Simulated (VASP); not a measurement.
# WS2 (P4/mmm) in VASP: a series of runs, part 2 of 2

VASP 6.6.1. The steps go on from the part before.

## (4) Single point, PBE (volume scaled by 0.98)

INCAR

```
SYSTEM = WS2
PREC     = Accurate       ! precision mode
ENCUT    = 520            ! plane-wave cutoff, eV
EDIFF    = 1E-6           ! SCF threshold, eV
ISMEAR   = -1             ! smearing method
SIGMA    = 0.05           ! smearing width, eV
LREAL    = .FALSE.        ! projectors in reciprocal space
LASPH    = .TRUE.         ! aspherical terms in the spheres
NELM     = 100            ! most SCF steps
ALGO     = Normal         ! electronic algorithm
ISIF     = 2              ! what is computed and relaxed
LWAVE    = .FALSE.        ! write WAVECAR
LCHARG   = .FALSE.        ! write CHGCAR
GGA      = PE             ! functional
NBANDS   = 20             ! bands
```

KPOINTS

```
Automatic mesh
0
G
  9 9 4
  0 0 0
```

POSCAR

```
WS2
1.0
    3.0301883136      0.0000000000      0.0000000000
    0.0000000000      3.0301883136      0.0000000000
    0.0000000000      0.0000000000      6.2816998843
W S
1 2
Direct
    0.0000000000      0.0000000000      0.0000000000
    0.5000000000      0.5000000000      0.2843227100
    0.5000000000      0.5000000000      0.7156772900
```

Potentials or basis: VASP PAW PBE potentials, release 64 (W_sv, S).

Started as:

```
cat potpaw_PBE.64/W_sv/POTCAR potpaw_PBE.64/S/POTCAR > POTCAR
mpirun -np 1 vasp_std > vasp.out
```

OUTCAR:

```text
SYSTEM = WS2
   PREC = Accurate
   ENCUT = 520
   EDIFF = 1E-6
   ISMEAR = -1
   LREAL = .FALSE.
   LASPH = .TRUE.
   NELM = 100
   ISIF = 2
   GGA = PE

 ion  position               nearest neighbor table
   1  0.000  0.000  0.000-   2 2.79   3 2.79   2 2.79   3 2.79   2 2.79   3 2.79   2 2.79   3 2.79

   2  0.500  0.500  0.284-   3 2.71   1 2.79   1 2.79   1 2.79   1 2.79
   3  0.500  0.500  0.716-   2 2.71   1 2.79   1 2.79   1 2.79   1 2.79

  LATTYP: Found a simple tetragonal cell.
 ALAT       =     3.0301883136
 C/A-ratio  =     2.0730394399

  Lattice vectors:

 A1 = (   3.0301883136,   0.0000000000,   0.0000000000)
 A2 = (   0.0000000000,   3.0301883136,   0.0000000000)
 A3 = (   0.0000000000,   0.0000000000,   6.2816998843)

Analysis of symmetry for initial positions (statically):
=====================================================================
 Subroutine PRICEL returns:
 Original cell was already a primitive cell.

 Routine SETGRP: Setting up the symmetry group for a
 simple tetragonal supercell.

 Subroutine GETGRP returns: Found 16 space group operations
 (whereof 16 operations were pure point group operations)
 out of a pool of 16 trial point group operations.

[... 164 lines left out ...]
 E-fermi :   6.5674     XC(G=0): -10.7675

 val. band max:        6.5391930924   @ k =   0.3333   0.3333   0.2500
 cond. band min:       6.5679158292   @ k =   0.3333   0.3333   0.5000
 fundamental gap:      0.0287227368
 Fermi energy:         6.5673550257

 k-point     1 :       0.0000    0.0000    0.0000
  band No.  band energies     occupation
      1     -68.2807      2.00000
      2     -32.4352      2.00000
      3     -32.1875      2.00000
      4     -32.1875      2.00000
      5      -8.1650      2.00000
      6      -6.5574      2.00000
[... 541 lines left out ...]
     19      13.6976      0.00000
     20      14.4110      0.00000

 [... further k-points ...]

------------------------ aborting loop because EDIFF is reached ----------------------------------------

  FORCE on cell =-STRESS in cart. coord.  units (eV):
  Direction    XX          YY          ZZ          XY          YZ          ZX
  --------------------------------------------------------------------------------------
  -------------------------------------------------------------------------------------
  Total       -4.3102936     -4.3102936     -9.7767467      0.0000000      0.0000000      0.0000000
  in kB     -119.7294572   -119.7294572   -271.5742090      0.0000000      0.0000000      0.0000000
  external PRESSURE =    -170.3443745 kB  Pullay stress =       0.0000000 kB

 VOLUME and BASIS-vectors are now :
 -----------------------------------------------------------------------------
  energy-cutoff  :      520.00
  volume of cell :       57.68
      direct lattice vectors                 reciprocal lattice vectors
     3.030188314  0.000000000  0.000000000     0.330012493  0.000000000  0.000000000
     0.000000000  3.030188314  0.000000000     0.000000000  0.330012493  0.000000000
     0.000000000  0.000000000  6.281699884     0.000000000  0.000000000  0.159192578

 POSITION                                       TOTAL-FORCE (eV/Angst)
 -----------------------------------------------------------------------------------
      0.00000      0.00000      0.00000        -0.000000     -0.000000      0.000000
      1.51509      1.51509      1.78603        -0.000000     -0.000000     -4.326787
      1.51509      1.51509      4.49567         0.000000      0.000000      4.326787
 -----------------------------------------------------------------------------------
    total drift:                                0.000000     -0.000000      0.000000

  FREE ENERGIE OF THE ION-ELECTRON SYSTEM (eV)
  ---------------------------------------------------
  free  energy   TOTEN  =       -20.3396208075 eV

  energy  without entropy=      -20.3263261539  energy(sigma->0) =      -20.33297348
```

OSZICAR:

```text
N       E                     dE             d eps       ncg     rms          rms(c)
DAV:   1     0.190690904977E+03    0.19069E+03   -0.12918E+04  1800   0.128E+03
DAV:   2    -0.117336198873E+02   -0.20242E+03   -0.19563E+03  2160   0.331E+02
DAV:   3    -0.220764755277E+02   -0.10343E+02   -0.10066E+02  2196   0.676E+01
DAV:   4    -0.222604283977E+02   -0.18395E+00   -0.18167E+00  2204   0.954E+00
DAV:   5    -0.222635982640E+02   -0.31699E-02   -0.31693E-02  2196   0.133E+00    0.175E+01
DAV:   6    -0.216395285133E+02    0.62407E+00   -0.21909E+01  1968   0.211E+01    0.979E+00
DAV:   7    -0.205081574076E+02    0.11314E+01   -0.11469E+01  1952   0.133E+01    0.552E+00
DAV:   8    -0.203424995719E+02    0.16566E+00   -0.95052E-01  1988   0.515E+00    0.189E+00
DAV:   9    -0.203409853229E+02    0.15142E-02   -0.27200E-02  2096   0.983E-01    0.783E-01
DAV:  10    -0.203400739878E+02    0.91134E-03   -0.15897E-02  2024   0.786E-01    0.264E-01
DAV:  11    -0.203398012629E+02    0.27272E-03   -0.52303E-03  2012   0.394E-01    0.133E-01
DAV:  12    -0.203396177906E+02    0.18347E-03   -0.13007E-03  1988   0.176E-01    0.335E-02
DAV:  13    -0.203396191871E+02   -0.13965E-05   -0.89536E-05  2020   0.536E-02    0.131E-02
DAV:  14    -0.203396205231E+02   -0.13359E-05   -0.60689E-06  2044   0.145E-02    0.767E-03
DAV:  15    -0.203396208075E+02   -0.28438E-06   -0.93013E-07  1632   0.608E-03
   1 F= -.20339621E+02 E0= -.20332973E+02  d E =-.132947E-01
```

stdout:

```text
POSCAR found type information on POSCAR W S
 POSCAR found :  2 types and       3 ions
 scaLAPACK will be used
 LDA part: xc-table for (Slater+PW92), standard interpolation
 POSCAR, INCAR and KPOINTS ok, starting setup
 FFT: planning ... GRIDC
 FFT: planning ... GRID_SOFT
 FFT: planning ... GRID
 WAVECAR not read
 entering main loop
```

It took 34 s on 1 thread of Intel Xeon Platinum 8259CL at 2.50GHz (Skylake/Cascade Lake), shared host; peak memory 0.2 GiB.

What came out:

- Free energy: -20.3396 eV
- Pressure: -17.0 GPa
- Largest force: 4.327 eV/Å
- Band gap on the k mesh: zero (band 13 reaches 7.06 eV, above the bottom of band 14 at 5.98 eV)

Forces in eV/Å, atoms in the order of the input:
```
W    0.000  0.000  0.000
S    0.000  0.000 -4.327
S    0.000  0.000  4.327
```

Stress tensor (GPa, compression positive):
```
-11.97   0.00   0.00
  0.00 -11.97   0.00
  0.00   0.00 -27.16
```

Levels at points of the mesh, in eV from the Fermi level:
```csv
k point,band 11,band 12,band 13,band 14,band 15,band 16
"(0.00, 0.00, 0.00)",-1.42,-0.79,-0.45,-0.45,2.01,3.36
"(0.00, 0.00, 0.50)",-1.66,-0.07,0.08,0.08,2.02,2.82
```

Caveat: spin-orbit coupling is left out, which moves the levels of the heavy elements; forces of over 1 eV/Å act on the atoms, so gaps and moduli don't describe the material at rest.

## (5) The runs side by side

```csv
cell,gap on the mesh (eV),pressure (GPa),largest force (eV/Å)
"a = 2.988, b = 2.988, c = 6.195 Å, 3 atoms",none,-13.5,4.33
"a = 3.009, b = 3.009, c = 6.239 Å, 3 atoms",none,-15.4,4.33
"a = 3.030, b = 3.030, c = 6.282 Å, 3 atoms",none,-17.0,4.33
```

Alike in all rows: task single point; level PBE; potentials or basis VASP PAW PBE potentials, release 64 (W_sv, S); no spin polarisation; k mesh 9 × 9 × 4; cutoff (eV) 520; smearing fermi-dirac 0.05 eV.

Caveats: spin-orbit coupling is left out, which moves the levels of the heavy elements; forces of over 1 eV/Å act on the atoms, so gaps and moduli don't describe the material at rest.

Total energies depend on the potentials used, so only differences within one code and one set of settings carry meaning.
